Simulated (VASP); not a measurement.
# ZrSe2 (m.A) in VASP: single point with PBE+D3(BJ)

Aim: the single point of ZrSe2 (m.A) with PBE+D3(BJ).

Program: VASP 6.6.1. These are calculated values, not measurements. Logs are shortened: lines on timing, memory, paths and dates and some standing lists are left out, and cuts for length are marked.

### 1 The cell of the first run

The cell holds a sheet with vacuum, 3 atoms: a = 3.755 Å, b = 3.755 Å, c = 30.120 Å, α = 90.00°, β = 90.00°, γ = 120.00°.

### 2 Single point, PBE+D3(BJ)

The input, INCAR:

```
SYSTEM = ZrSe2
ALGO = Normal ; DIPOL = 0.5 0.5 0.285
EDIFF = 1E-6 ; ENCUT = 400
GGA = PE ; GGA_COMPAT = .FALSE.
IDIPOL = 3 ; ISIF = 2
ISMEAR = 0 ; IVDW = 12
LASPH = .TRUE. ; LCHARG = .FALSE.
LDIPOL = .TRUE. ; LREAL = .FALSE.
LWAVE = .FALSE. ; NBANDS = 19
NELM = 120 ; NELMDL = -8
PREC = Accurate ; SIGMA = 0.03
```

The input, KPOINTS:

```
k-points
0
G
  12 12 1
  0 0 0
```

The input, POSCAR:

```
ZrSe2
1.0
    3.7545335617      0.0000000000      0.0000000000
   -1.8772667809      3.2515214438      0.0000000000
    0.0000000000      0.0000000000     30.1200000017
Se Zr
2 1
Direct
    0.3333333333      0.6666666667      0.2319434122
    0.6666666667      0.3333333333      0.3377777033
    0.0000000000      0.0000000000      0.2848605578
```

Potentials or basis: VASP PAW PBE potentials, release 64 (Se, Zr_sv).

Launch:

```bash
cat potpaw_PBE.64/Se/POTCAR potpaw_PBE.64/Zr_sv/POTCAR > POTCAR
mpirun -np 1 vasp_std > vasp.out
```

OUTCAR:

```text
SYSTEM = ZrSe2
   EDIFF = 1E-6
   ENCUT = 400
   GGA = PE
   ISIF = 2
   ISMEAR = 0
   IVDW = 12
   LASPH = .TRUE.
   LREAL = .FALSE.
   NELM = 120
   NELMDL = -8
   PREC = Accurate
 IVDW          = 12

 ion  position               nearest neighbor table
   1  0.333  0.667  0.232-   3 2.69   3 2.69   3 2.69
   2  0.667  0.333  0.338-   3 2.69   3 2.69   3 2.69
   3  0.000  0.000  0.285-   2 2.69   2 2.69   2 2.69   1 2.69   1 2.69   1 2.69

  LATTYP: Found a hexagonal cell.
 ALAT       =     3.7545335617
 C/A-ratio  =     8.0223014408

  Lattice vectors:

 A1 = (   3.7545335617,   0.0000000000,   0.0000000000)
 A2 = (  -1.8772667809,   3.2515214438,   0.0000000000)
 A3 = (   0.0000000000,   0.0000000000,  30.1200000017)

Analysis of symmetry for initial positions (statically):
=====================================================================
 Subroutine PRICEL returns:
 Original cell was already a primitive cell.

 Routine SETGRP: Setting up the symmetry group for a
 hexagonal supercell.

 Subroutine GETGRP returns: Found 12 space group operations
 (whereof  6 operations were pure point group operations)
 out of a pool of 24 trial point group operations.

The static configuration has the point symmetry C_3v.
 The point group associated with its full space group is D_3d.

Analysis of symmetry for dynamics (positions and initial velocities):
=====================================================================
 Subroutine PRICEL returns:
 Original cell was already a primitive cell.

 Routine SETGRP: Setting up the symmetry group for a
 hexagonal supercell.

 Subroutine GETGRP returns: Found 12 space group operations
 (whereof  6 operations were pure point group operations)
 out of a pool of 24 trial point group operations.

The dynamic configuration has the point symmetry C_3v.
 The point group associated with its full space group is D_3d.

 Subroutine INISYM returns: Found 12 space group operations
 (whereof  6 operations are pure point group operations),
 and found     1 'primitive' translations

----------------------------------------------------------------------------------------

                                     Primitive cell

  volume of cell :     367.7033

  direct lattice vectors                    reciprocal lattice vectors
     3.754533562  0.000000000  0.000000000     0.266344669  0.153774167  0.000000000
    -1.877266781  3.251521444  0.000000000     0.000000000  0.307548333  0.000000000
     0.000000000  0.000000000 30.120000002     0.000000000  0.000000000  0.033200531

  length of vectors
     3.754533562  3.754533562 30.120000002     0.307548333  0.307548333  0.033200531

  position of ions in fractional coordinates (direct lattice)
     0.333333333  0.666666667  0.231943412
     0.666666667  0.333333333  0.337777703
     0.000000000  0.000000000  0.284860558

  ion indices of the primitive-cell ions
   primitive index   ion index
                 1           1
                 2           2
                 3           3

----------------------------------------------------------------------------------------

 KPOINTS: k-points

Automatic generation of k-mesh.
 Grid dimensions read from file:
 generate k-points for:   12   12    1

 Generating k-lattice:

  Cartesian coordinates                     Fractional coordinates (reciprocal lattice)
     0.022195389  0.012814514  0.000000000     0.083333333  0.000000000  0.000000000
     0.000000000  0.025629028  0.000000000     0.000000000  0.083333333  0.000000000
     0.000000000  0.000000000  0.033200531     0.000000000  0.000000000  1.000000000

  Length of vectors
     0.025629028  0.025629028  0.033200531

  Shift w.r.t. Gamma in fractional coordinates (k-lattice)
     0.000000000  0.000000000  0.000000000

 Subroutine IBZKPT returns following result:
 ===========================================

 Found     19 irreducible k-points:

 Following reciprocal coordinates:
            Coordinates               Weight
  0.000000  0.000000  0.000000      1.000000
  0.083333 -0.000000  0.000000      6.000000
  0.166667 -0.000000  0.000000      6.000000
  0.250000 -0.000000  0.000000      6.000000
  0.333333  0.000000  0.000000      6.000000
  0.416667 -0.000000  0.000000      6.000000
[... 11 lines left out ...]
  0.333333  0.250000  0.000000     12.000000
  0.333333  0.333333  0.000000      2.000000
   k-points           NKPTS =     19   k-points in BZ     NKDIM =     19   number of bands    NBANDS=     19
   number of dos      NEDOS =    301   number of ions     NIONS =      3
   total plane-waves  NPLWV = 112896
   dimension x,y,z NGX =    24 NGY =   24 NGZ =  196
   dimension x,y,z NGXF=    48 NGYF=   48 NGZF=  392
   ions per type =               2   1
   NGX,Y,Z   is equivalent  to a cutoff of  10.63, 10.63, 10.82 a.u.
   NGXF,Y,Z  is equivalent  to a cutoff of  21.25, 21.25, 21.64 a.u.
 SYSTEM =  ZrSe2
   PREC   = accura    normal or accurate (medium, high low for compatibility)
   ISTART =      0    job   : 0-new  1-cont  2-samecut
   ICHARG =      2    charge: 1-file 2-atom 10-const
   ISPIN  =      1    spin polarized calculation?
   LNONCOLLINEAR =      F non collinear calculations
   LSORBIT =      F    spin-orbit coupling
   LASPH  =      T    aspherical Exc in radial PAW
   ENCUT  =  400.0 eV  29.40 Ry    5.42 a.u.   6.12  6.12 49.12*2*pi/ulx,y,z
   NELM   =    120;   NELMIN=  2; NELMDL= -8     # of ELM steps
   EDIFF  = 0.1E-05   stopping-criterion for ELM
   LREAL  =      F    real-space projection
   EDIFFG = 0.1E-04   stopping-criterion for IOM
   NSW    =      0    number of steps for IOM
   IBRION =     -1    ionic relax: 0-MD 1-quasi-New 2-CG
   NFREE  =      0    steps in history (QN), initial steepest desc. (CG)
   ISIF   =      2    stress and relaxation
   ISYM   =      2    0-nonsym 1-usesym 2-fastsym
   POTIM  = 0.5000    time-step for ionic-motion
   TEBEG  =    0.0;   TEEND  =   0.0 temperature during run
   PSTRESS=    0.0 pullay stress
   NELECT =      24.0000    total number of electrons
   NUPDOWN=      -1.0000    fix difference up-down
   EMIN   =  10.00;   EMAX   =-10.00  energy-range for DOS
   EFERMI =   0.00;   METHOD = LEGACY
   ISMEAR =     0;   SIGMA  =   0.03  broadening in eV -4-tet -1-fermi 0-gaus
   EFERMI_NEDOS =   21; number of points for ismear=-14 and -15
   IALGO  =     38    algorithm
   IMIX   =      4    mixing-type and parameters
     AMIX     =   0.40;   BMIX     =  1.00
     AMIX_MAG =   1.60;   BMIX_MAG =  1.00
  volume/ion in A,a.u.               =     122.57       827.13
  Fermi-wavevector in a.u.,A,eV,Ry     =   0.659143  1.245599  5.911309  0.434469
  Thomas-Fermi vector in A             =   1.731185
   LORBIT       =      0    0 simple, 1 ext, 2 COOP (PROOUT), +10 PAW based schemes
   GGA     = PE    functional components
   LHFCALC =     F    Hartree Fock is set to
   AEXX    =    0.0000 exact exchange contribution
   IVDW    =    12    specifies the selected vdW correction
   LEPSILON=     F    determine dielectric tensor
   LRPA    =     F    only Hartree local field effects (RPA)
 non-spin polarized calculation
 Gauss-broadening in eV      SIGMA  =   0.03
  energy-cutoff  :      400.00
  volume of cell :      367.70
 maximum number of plane-waves:      6756
   NGX = 13   NGY = 13   NGZ = 99

 dipolmoment           0.000000      0.000000     -0.000024 electrons x Angstroem

 number of electron      24.0000001 magnetization

 dipolmoment           0.000000      0.000000      0.000004 electrons x Angstroem

 Free energy of the ion-electron system (eV)
  ---------------------------------------------------
  ext. energy  EPLUGINS =         0.00000000
  ---------------------------------------------------
  free energy    TOTEN  =       -19.58427438 eV

  energy without entropy =      -19.58427438  energy(sigma->0) =      -19.58427438

 E-fermi :  -3.2176     XC(G=0):  -2.3225

 val. band max:       -3.4682773649   @ k =   0.0000   0.0000   0.0000
 cond. band min:      -3.0898949655   @ k =   0.5000  -0.0000   0.0000
 fundamental gap:      0.3783823994
 Fermi energy:        -3.2175950370

 k-point     1 :       0.0000    0.0000    0.0000
  band No.  band energies     occupation
      1     -52.9145      2.00000
      2     -30.9622      2.00000
      3     -30.8471      2.00000
      4     -30.8471      2.00000
      5     -16.5077      2.00000
      6     -15.6228      2.00000
[... 11 lines left out ...]
     18       1.0158      0.00000
     19       1.6970      0.00000

 k-point     2 :       0.0833   -0.0000    0.0000
  band No.  band energies     occupation
      1     -52.9136      2.00000
      2     -30.9590      2.00000
      3     -30.8608      2.00000
      4     -30.8500      2.00000
      5     -16.4446      2.00000
      6     -15.6191      2.00000
[... 11 lines left out ...]
     18       1.2803      0.00000
     19       1.8235      0.00000

 k-point     3 :       0.1667   -0.0000    0.0000
  band No.  band energies     occupation
      1     -52.9110      2.00000
      2     -30.9503      2.00000
      3     -30.8977      2.00000
      4     -30.8581      2.00000
      5     -16.2682      2.00000
      6     -15.6075      2.00000
[... 11 lines left out ...]
     18       1.8294      0.00000
     19       2.1643      0.00000

 k-point     4 :       0.2500   -0.0000    0.0000
  band No.  band energies     occupation
      1     -52.9076      2.00000
      2     -30.9497      2.00000
      3     -30.9364      2.00000
      4     -30.8690      2.00000
      5     -16.0211      2.00000
      6     -15.5836      2.00000
[... 297 lines left out ...]
     18       3.6312      0.00000
     19       3.6424      0.00000

 k-point    18 :       0.3333    0.2500    0.0000
  band No.  band energies     occupation
      1     -52.8994      2.00000
      2     -31.0093      2.00000
      3     -30.9509      2.00000
      4     -30.9096      2.00000
      5     -15.4953      2.00000
      6     -15.3901      2.00000
[... 11 lines left out ...]
     18       3.6587      0.00000
     19       3.7847      0.00000

 k-point    19 :       0.3333    0.3333    0.0000
  band No.  band energies     occupation
      1     -52.8990      2.00000
      2     -30.9842      2.00000
      3     -30.9842      2.00000
      4     -30.9082      2.00000
      5     -15.4214      2.00000
      6     -15.4214      2.00000
[... 11 lines left out ...]
     18       3.7832      0.00000
     19       4.3978      0.00000

------------------------ aborting loop because EDIFF is reached ----------------------------------------

 vacuum level on the upper side and lower side of the slab       (xc-potential included)        -0.007        -0.007

 Edisp (eV)   -0.81873

 E8    (eV) :    -0.3929

  FORCE on cell =-STRESS in cart. coord.  units (eV):
  Direction    XX          YY          ZZ          XY          YZ          ZX
  --------------------------------------------------------------------------------------
  -------------------------------------------------------------------------------------
  Total       0.01297     0.01297     0.01439    -0.00000    -0.00000    -0.00000
  in kB       0.05650     0.05650     0.06272    -0.00000    -0.00000    -0.00000
  external pressure =        0.06 kB  Pullay stress =        0.00 kB

 VOLUME and BASIS-vectors are now :
 -----------------------------------------------------------------------------
  energy-cutoff  :      400.00
  volume of cell :      367.70
      direct lattice vectors                 reciprocal lattice vectors
     3.754533562  0.000000000  0.000000000     0.266344669  0.153774167  0.000000000
    -1.877266781  3.251521444  0.000000000     0.000000000  0.307548333  0.000000000
     0.000000000  0.000000000 30.120000002     0.000000000  0.000000000  0.033200531

 POSITION                                       TOTAL-FORCE (eV/Angst)
 -----------------------------------------------------------------------------------
     -0.00000      2.16768      6.98614         0.000000      0.000000     -0.018854
      1.87727      1.08384     10.17386        -0.000000      0.000000      0.018854
      0.00000      0.00000      8.58000        -0.000000      0.000000     -0.000000
 -----------------------------------------------------------------------------------
    total drift:                               -0.000000      0.000000      0.000079

  FREE ENERGIE OF THE ION-ELECTRON SYSTEM (eV)
  ---------------------------------------------------
  free  energy   TOTEN  =       -20.4029999262 eV

  energy  without entropy=      -20.4029999262  energy(sigma->0) =      -20.40299993

 vacuum level on the upper side and lower side of the slab         2.042         2.042
```

Wall time 1.9 min (1 thread of AMD EPYC 9R14, shared host); peak memory 0.35 GiB.

What came out:

| Property | Result |
| --- | --- |
| Free energy | -20.4030 eV |
| Largest force | 0.019 eV/Å |
| Band gap on the k mesh | 0.38 eV, indirect (least direct gap 1.10 eV) |
| Dispersion energy per atom | -0.273 eV |

Forces in eV/Å, atoms in the order of the input:
```
Se   0.000  0.000 -0.019
Se   0.000  0.000  0.019
Zr   0.000  0.000  0.000
```

Levels at points of the mesh, in eV from the valence-band top:
```tsv
k point	band 10	band 11	band 12	band 13	band 14	band 15
(0.00, 0.00, 0.00)	-1.25	0.00	0.00	1.10	1.10	1.62
(0.50, 0.00, 0.00)	-2.48	-1.58	-1.06	0.38	2.65	3.04
```
